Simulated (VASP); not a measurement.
# Ir (Fm-3m) in VASP: notebook

The runs below take Ir through single point, with r2SCAN+rVV10.

All numbers are computed with VASP 6.6.1; they aren't measurements. Logs are shortened: lines on timing, memory, paths and dates and some standing lists are left out, and cuts for length are marked.

## (1) The cell of the first run

Symmetry: Fm-3m, No. 225, cubic system. Conventional cell: a = 3.830 Å, b = 3.830 Å, c = 3.830 Å, α = 90.00°, β = 90.00°, γ = 90.00°. Within 3.6 Å of Ir (site symmetry m-3m) lie 12 Ir at 2.71 Å.

## (2) Single point, r2SCAN+rVV10

POSCAR

```
Ir
1.0
    0.0000000000      1.9150000000      1.9150000000
    1.9150000000      0.0000000000      1.9150000000
    1.9150000000      1.9150000000      0.0000000000
Ir
1
Direct
    0.0000000000      0.0000000000      0.0000000000
```

INCAR.step1

```
PREC     = Accurate       # precision mode
ENCUT    = 550            # plane-wave cutoff, eV
ISMEAR   = 0              # smearing method
SIGMA    = 0.1            # smearing width, eV
LREAL    = F              # projectors in reciprocal space
LASPH    = T              # aspherical terms in the spheres
NELM     = 120            # most SCF steps
NBANDS   = 10             # bands
GGA      = PE             # functional
ALGO     = Normal         # electronic algorithm
EDIFF    = 1E-5           # SCF threshold, eV
LWAVE    = T              # write WAVECAR
LCHARG   = F              # write CHGCAR
GGA_COMPAT= F
```

INCAR.step2

```
PREC     = Accurate       # precision mode
ENCUT    = 550            # plane-wave cutoff, eV
EDIFF    = 1E-6           # SCF threshold, eV
ISMEAR   = 0              # smearing method
SIGMA    = 0.1            # smearing width, eV
LREAL    = F              # projectors in reciprocal space
LASPH    = T              # aspherical terms in the spheres
NELM     = 120            # most SCF steps
ALGO     = Normal         # electronic algorithm
ISIF     = 2              # what is computed and relaxed
LWAVE    = F              # write WAVECAR
LCHARG   = F              # write CHGCAR
METAGGA  = R2SCAN         # meta-GGA
LMIXTAU  = T            
LUSE_VDW = T            
IVDW_NL  = 2            
BPARAM   = 11.95        
CPARAM   = 0.0093       
NBANDS   = 10             # bands
ISTART   = 1            
GGA_COMPAT= F
```

KPOINTS

```
regular mesh
0
Gamma
  8 8 8
```

Potentials or basis: VASP PAW PBE potentials, release 64 (Ir).

Run with:

```bash
$ cat potpaw_PBE.64/Ir/POTCAR > POTCAR
$ cp INCAR.step1 INCAR
$ mpirun -np 1 vasp_std > vasp.out
$ cp INCAR.step2 INCAR
$ mpirun -np 1 vasp_std > vasp.out
```

OUTCAR:

```text
PREC = Accurate
   ENCUT = 550
   EDIFF = 1E-6
   ISMEAR = 0
   LREAL = F
   LASPH = T
   NELM = 120
   ISIF = 2
   METAGGA = R2SCAN
   IVDW_NL = 2
   BPARAM = 11.95
   ISTART = 1

 ion  position               nearest neighbor table
   1  0.000  0.000  0.000-

  LATTYP: Found a face centered cubic cell.
 ALAT       =     3.8300000000

  Lattice vectors:

 A1 = (   0.0000000000,   1.9150000000,   1.9150000000)
 A2 = (   1.9150000000,   0.0000000000,   1.9150000000)
 A3 = (   1.9150000000,   1.9150000000,   0.0000000000)

Analysis of symmetry for initial positions (statically):
=====================================================================
 Subroutine PRICEL returns:
 Original cell was already a primitive cell.

 Routine SETGRP: Setting up the symmetry group for a
 face centered cubic supercell.

 Subroutine GETGRP returns: Found 48 space group operations
 (whereof 48 operations were pure point group operations)
 out of a pool of 48 trial point group operations.

The static configuration has the point symmetry O_h .

Analysis of symmetry for dynamics (positions and initial velocities):
=====================================================================
 Subroutine PRICEL returns:
 Original cell was already a primitive cell.

 Routine SETGRP: Setting up the symmetry group for a
 face centered cubic supercell.

 Subroutine GETGRP returns: Found 48 space group operations
 (whereof 48 operations were pure point group operations)
 out of a pool of 48 trial point group operations.

The dynamic configuration has the point symmetry O_h .

 Subroutine INISYM returns: Found 48 space group operations
 (whereof 48 operations are pure point group operations),
 and found     1 'primitive' translations

----------------------------------------------------------------------------------------

                                     Primitive cell

  volume of cell :      14.0455

  direct lattice vectors                    reciprocal lattice vectors
     0.000000000  1.915000000  1.915000000    -0.261096606  0.261096606  0.261096606
     1.915000000  0.000000000  1.915000000     0.261096606 -0.261096606  0.261096606
     1.915000000  1.915000000  0.000000000     0.261096606  0.261096606 -0.261096606

  length of vectors
     2.708218972  2.708218972  2.708218972     0.452232587  0.452232587  0.452232587

  position of ions in fractional coordinates (direct lattice)
     0.000000000  0.000000000  0.000000000

  ion indices of the primitive-cell ions
   primitive index   ion index
                 1           1

----------------------------------------------------------------------------------------

 KPOINTS: regular mesh

Automatic generation of k-mesh.
 Grid dimensions read from file:
 generate k-points for:    8    8    8

 Generating k-lattice:

  Cartesian coordinates                     Fractional coordinates (reciprocal lattice)
    -0.032637076  0.032637076  0.032637076     0.125000000  0.000000000  0.000000000
     0.032637076 -0.032637076  0.032637076     0.000000000  0.125000000  0.000000000
     0.032637076  0.032637076 -0.032637076     0.000000000  0.000000000  0.125000000

  Length of vectors
     0.056529073  0.056529073  0.056529073

  Shift w.r.t. Gamma in fractional coordinates (k-lattice)
     0.000000000  0.000000000  0.000000000

 Subroutine IBZKPT returns following result:
 ===========================================

 Found     29 irreducible k-points:

 Following reciprocal coordinates:
            Coordinates               Weight
  0.000000  0.000000  0.000000      1.000000
  0.125000  0.000000  0.000000      8.000000
  0.250000  0.000000  0.000000      8.000000
  0.375000  0.000000  0.000000      8.000000
  0.500000  0.000000  0.000000      4.000000
  0.125000  0.125000  0.000000      6.000000
[... 16 lines left out ...]
  0.500000  0.250000  0.125000     48.000000
 -0.375000  0.250000  0.125000     24.000000
 [... further k-points ...]
   k-points           NKPTS =     29   k-points in BZ     NKDIM =     29   number of bands    NBANDS=     10
   number of dos      NEDOS =    301   number of ions     NIONS =      1
   total plane-waves  NPLWV =  13824
   dimension x,y,z NGX =    24 NGY =   24 NGZ =   24
   dimension x,y,z NGXF=    48 NGYF=   48 NGZF=   48
   ions per type =               1
   NGX,Y,Z   is equivalent  to a cutoff of  14.73, 14.73, 14.73 a.u.
   NGXF,Y,Z  is equivalent  to a cutoff of  29.47, 29.47, 29.47 a.u.
 SYSTEM =  unknown system
   PREC   = accura    normal or accurate (medium, high low for compatibility)
   ISTART =      1    job   : 0-new  1-cont  2-samecut
   ICHARG =      0    charge: 1-file 2-atom 10-const
   ISPIN  =      1    spin polarized calculation?
   LNONCOLLINEAR =      F non collinear calculations
   LSORBIT =      F    spin-orbit coupling
   LASPH  =      T    aspherical Exc in radial PAW
   ENCUT  =  550.0 eV  40.42 Ry    6.36 a.u.   5.18  5.18  5.18*2*pi/ulx,y,z
   NELM   =    120;   NELMIN=  2; NELMDL=  0     # of ELM steps
   EDIFF  = 0.1E-05   stopping-criterion for ELM
   LREAL  =      F    real-space projection
   EDIFFG = 0.1E-04   stopping-criterion for IOM
   NSW    =      0    number of steps for IOM
   IBRION =     -1    ionic relax: 0-MD 1-quasi-New 2-CG
   NFREE  =      0    steps in history (QN), initial steepest desc. (CG)
   ISIF   =      2    stress and relaxation
   ISYM   =      2    0-nonsym 1-usesym 2-fastsym
   POTIM  = 0.5000    time-step for ionic-motion
   TEBEG  =    0.0;   TEEND  =   0.0 temperature during run
   PSTRESS=    0.0 pullay stress
   NELECT =       9.0000    total number of electrons
   NUPDOWN=      -1.0000    fix difference up-down
   EMIN   =  10.00;   EMAX   =-10.00  energy-range for DOS
   EFERMI =   0.00;   METHOD = LEGACY
   ISMEAR =     0;   SIGMA  =   0.10  broadening in eV -4-tet -1-fermi 0-gaus
   EFERMI_NEDOS =   21; number of points for ismear=-14 and -15
   IALGO  =     38    algorithm
   IMIX   =      4    mixing-type and parameters
     AMIX     =   0.40;   BMIX     =  1.00
     AMIX_MAG =   1.60;   BMIX_MAG =  1.00
  volume/ion in A,a.u.               =      14.05        94.78
  Fermi-wavevector in a.u.,A,eV,Ry     =   1.411379  2.667119 27.102667  1.991990
  Thomas-Fermi vector in A             =   2.533236
   LORBIT       =      0    0 simple, 1 ext, 2 COOP (PROOUT), +10 PAW based schemes
   METAGGA = R2SCAN    functional components
   LHFCALC =     F    Hartree Fock is set to
   AEXX    =    0.0000 exact exchange contribution
   IVDW_NL    =     2    kernel type
   BPARAM     =11.9500
   IVDW    =     0    specifies the selected vdW correction
   LEPSILON=     F    determine dielectric tensor
   LRPA    =     F    only Hartree local field effects (RPA)
 non-spin polarized calculation
 Gauss-broadening in eV      SIGMA  =   0.10
  energy-cutoff  :      550.00
  volume of cell :       14.05
 maximum number of plane-waves:       428
 NGX is ok and might be reduce to    24
   NGX = 11   NGY = 11   NGZ = 11

 number of electron       9.0000000 magnetization

 Free energy of the ion-electron system (eV)
  ---------------------------------------------------
  ext. energy  EPLUGINS =         0.00000000
  ---------------------------------------------------
  free energy    TOTEN  =       -52.16905218 eV

  energy without entropy =      -52.16229695  energy(sigma->0) =      -52.16567456

 E-fermi :  10.3827     XC(G=0): -15.3937

 val. band max:       10.3300433681   @ k =  -0.3750   0.1250   0.0000
 cond. band min:      10.4188750760   @ k =  -0.3750   0.2500   0.0000
 fundamental gap:      0.0888317079
 Fermi energy:        10.3826637462

 k-point     1 :       0.0000    0.0000    0.0000
  band No.  band energies     occupation
      1      -1.3293      2.00000
      2       6.2646      2.00000
      3       6.2646      2.00000
      4       6.2646      2.00000
      5       9.0046      2.00000
      6       9.0046      2.00000
      7      25.3476      0.00000
      8      31.2753      0.00000
      9      31.2753      0.00000
     10      31.2753      0.00000

 k-point     2 :       0.1250    0.0000    0.0000
  band No.  band energies     occupation
      1      -0.6220      2.00000
      2       5.9215      2.00000
      3       6.5415      2.00000
      4       6.5415      2.00000
      5       8.8568      2.00000
      6       8.8568      2.00000
      7      26.4999      0.00000
      8      28.6307      0.00000
      9      32.4284      0.00000
     10      32.4284      0.00000

 k-point     3 :       0.2500    0.0000    0.0000
  band No.  band energies     occupation
      1       0.9850      2.00000
      2       5.7195      2.00000
      3       6.7046      2.00000
      4       6.7046      2.00000
      5       9.2253      2.00000
      6       9.2253      2.00000
      7      24.9315      0.00000
      8      27.8885      0.00000
      9      35.1972      0.00000
     10      35.1972      0.00000

 k-point     4 :       0.3750    0.0000    0.0000
  band No.  band energies     occupation
      1       1.7831      2.00000
      2       6.3126      2.00000
      3       6.3126      2.00000
      4       7.5311      2.00000
      5      10.5230      0.04720
      6      10.5230      0.04720
      7      20.8368      0.00000
      8      25.9282      0.00000
      9      32.9061      0.00000
     10      32.9061      0.00000

 k-point     5 :       0.5000    0.0000    0.0000
  band No.  band energies     occupation
      1       1.7978      2.00000
      2       6.1020      2.00000
      3       6.1020      2.00000
      4       9.5572      2.00000
      5      11.2598      0.00000
      6      11.2598      0.00000
      7      18.0447      0.00000
      8      24.9884      0.00000
      9      31.1755      0.00000
     10      31.1755      0.00000

 k-point     6 :       0.1250    0.1250    0.0000
  band No.  band energies     occupation
      1      -0.3801      2.00000
      2       5.5681      2.00000
      3       6.8125      2.00000
      4       6.8125      2.00000
      5       8.2183      2.00000
      6       9.2849      2.00000
      7      26.9597      0.00000
      8      29.6983      0.00000
      9      31.4764      0.00000
     10      31.4764      0.00000
[... 183 lines left out ...]
 k-point    21 :       0.5000    0.5000    0.0000
  band No.  band energies     occupation
      1       1.9948      2.00000
      2       2.5893      2.00000
      3      11.1620      0.00000
      4      11.9064      0.00000
      5      11.9064      0.00000
      6      12.0575      0.00000
      7      21.4772      0.00000
      8      22.6510      0.00000
      9      22.6510      0.00000
     10      32.7951      0.00000

 k-point    22 :       0.3750    0.2500    0.1250
  band No.  band energies     occupation
      1       2.4545      2.00000
      2       4.5037      2.00000
      3       6.1215      2.00000
      4       8.3836      2.00000
      5       8.3925      2.00000
      6      11.1364      0.00000
      7      25.4726      0.00000
      8      28.1106      0.00000
      9      29.9178      0.00000
     10      31.9706      0.00000

 k-point    23 :       0.5000    0.2500    0.1250
  band No.  band energies     occupation
      1       3.3383      2.00000
      2       5.0587      2.00000
      3       5.4877      2.00000
      4       7.9126      2.00000
      5      10.1690      1.99749
      6      13.3486      0.00000
      7      21.1690      0.00000
      8      26.5725      0.00000
      9      28.0390      0.00000
     10      32.8659      0.00000

 k-point    24 :      -0.3750    0.2500    0.1250
  band No.  band energies     occupation
      1       3.3523      2.00000
      2       4.7985      2.00000
      3       6.5335      2.00000
      4       7.5720      2.00000
      5      10.9412      0.00000
      6      15.7550      0.00000
      7      17.4293      0.00000
      8      26.8975      0.00000
      9      27.0102      0.00000
     10      31.1944      0.00000

 [... further k-points ...]

------------------------ aborting loop because EDIFF is reached ----------------------------------------

  FORCE on cell =-STRESS in cart. coord.  units (eV):
  Direction    XX          YY          ZZ          XY          YZ          ZX
  --------------------------------------------------------------------------------------
  -------------------------------------------------------------------------------------
  Total        0.5834154      0.5834154      0.5834154      0.0000000     -0.0000000      0.0000000
  in kB       66.5506291     66.5506291     66.5506291      0.0000000     -0.0000000      0.0000000
  external PRESSURE =      66.5506291 kB  Pullay stress =       0.0000000 kB

 VOLUME and BASIS-vectors are now :
 -----------------------------------------------------------------------------
  energy-cutoff  :      550.00
  volume of cell :       14.05
      direct lattice vectors                 reciprocal lattice vectors
     0.000000000  1.915000000  1.915000000    -0.261096606  0.261096606  0.261096606
     1.915000000  0.000000000  1.915000000     0.261096606 -0.261096606  0.261096606
     1.915000000  1.915000000  0.000000000     0.261096606  0.261096606 -0.261096606

 POSITION                                       TOTAL-FORCE (eV/Angst)
 -----------------------------------------------------------------------------------
      0.00000      0.00000      0.00000         0.000000     -0.000000      0.000000
 -----------------------------------------------------------------------------------
    total drift:                               -0.000000      0.000000     -0.000000

  FREE ENERGIE OF THE ION-ELECTRON SYSTEM (eV)
  ---------------------------------------------------
  free  energy   TOTEN  =       -52.1690521824 eV

  energy  without entropy=      -52.1622969459  energy(sigma->0) =      -52.16567456
```

It took 87 s on 1 thread of Intel Xeon 8259CL, shared host; peak memory 0.22 GiB.

Results:

```
Free energy            : -52.1691 eV
Pressure               : 6.7 GPa
Band gap on the k mesh : zero (an odd number of electrons rules out a gap without spin polarisation)
```

Caveat: the cell stands under pressure; the PAW data sets were made with another functional, which shifts forces and pressure a little; spin-orbit coupling is left out, which moves the levels of the heavy elements.

## (3) Single point, r2SCAN+rVV10

This run uses another cell than the first one, of 14.09 Å³/atom.

POSCAR

```
Ir
1.0
    0.0000000000      1.9169260230      1.9169260230
    1.9169260230      0.0000000000      1.9169260230
    1.9169260230      1.9169260230      0.0000000000
Ir
1
Direct
    0.0000000000      0.0000000000      0.0000000000
```

INCAR.step1

```
SYSTEM = Ir
PREC = Accurate
ENCUT = 550
ISMEAR = 0
SIGMA = 0.1
LREAL = .FALSE.
LASPH = .TRUE.
NELM = 120
NBANDS = 10
GGA = PE
ALGO = Normal
EDIFF = 1E-5
LWAVE = .TRUE.
LCHARG = .FALSE.
GGA_COMPAT = .FALSE.
```

INCAR.step2

```
SYSTEM = Ir
PREC = Accurate
ENCUT = 550
EDIFF = 1E-6
ISMEAR = 0
SIGMA = 0.1
LREAL = .FALSE.
LASPH = .TRUE.
NELM = 120
ALGO = Normal
ISIF = 2
LWAVE = .FALSE.
LCHARG = .FALSE.
METAGGA = R2SCAN
LMIXTAU = .TRUE.
LUSE_VDW = .TRUE.
IVDW_NL = 2
BPARAM = 11.95
CPARAM = 0.0093
NBANDS = 10
ISTART = 1
GGA_COMPAT = .FALSE.
```

KPOINTS

```
Automatic mesh
0
G
  18 18 18
  0 0 0
```

Potentials or basis: VASP PAW PBE potentials, release 64 (Ir).

Run with:

```bash
$ cat potpaw_PBE.64/Ir/POTCAR > POTCAR
$ cp INCAR.step1 INCAR
$ mpirun -np 1 vasp_std > vasp.out
$ cp INCAR.step2 INCAR
$ mpirun -np 1 vasp_std > vasp.out
```

Wall time 2.9 min (1 thread of Intel Xeon 8259CL, shared host); peak memory 0.25 GiB.

The run converged. Its results:

```yaml
Free_energy: -52.2434 eV
Pressure: 3.9 GPa
Band_gap_on_the_k_mesh: zero (an odd number of electrons rules out a gap without spin polarisation)
```

Levels at points of the mesh, in eV from the Fermi level:
| k point | band 1 | band 2 | band 3 | band 4 | band 5 | band 6 | band 7 | band 8 |
| --- | --- | --- | --- | --- | --- | --- | --- | --- |
| (0.00, 0.00, 0.00) | -11.65 | -4.08 | -4.08 | -4.08 | -1.34 | -1.34 | 15.02 | 20.91 |
| (0.50, 0.00, 0.00) | -8.52 | -4.23 | -4.23 | -0.79 | 0.90 | 0.90 | 7.66 | 14.65 |
| (0.50, 0.50, 0.00) | -8.32 | -7.73 | 0.81 | 1.54 | 1.54 | 1.71 | 11.08 | 12.28 |

Caveat: the cell stands under pressure; the PAW data sets were made with another functional, which shifts forces and pressure a little; spin-orbit coupling is left out, which moves the levels of the heavy elements.

The gap in the log of VASP goes by the Fermi energy; the results here count the filled bands.